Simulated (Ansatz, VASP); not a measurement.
**BeAl: VASP beside Ansatz**

```
CELL_PARAMETERS angstrom
2.65547 0.00000 0.00000
0.00000 2.65547 0.00000
0.00000 0.00000 3.58065
ATOMIC_POSITIONS crystal
Be 0.50000 0.50000 0.00000
Al 0.00000 0.00000 0.50000
```

Alike in both runs: functional PBE; k mesh 20 × 20 × 16; occupations gaussian, width 0.1 eV; no spin polarisation.

Ansatz relaxed the structure, and its values are those at the end. VASP's run is a single point on that final structure, the one shown.

|  | VASP | Ansatz |
| --- | --- | --- |
| version | VASP 6.6.1 | Ansatz 0.2.0 |
| potentials or method | VASP PAW PBE potentials, release 64 (Be, Al), cutoff 520 eV | scalar-relativistic, plane waves, PAW |
| valence electrons in the cell | 5 | 5 |

```csv
,VASP,Ansatz,Ansatz less VASP
gap on the k mesh at the Fermi level (eV),none,none,-
pressure (GPa),0.0,0.0,-0.01
```

A gap of «none» marks a metal or a gap that the smearing closes.
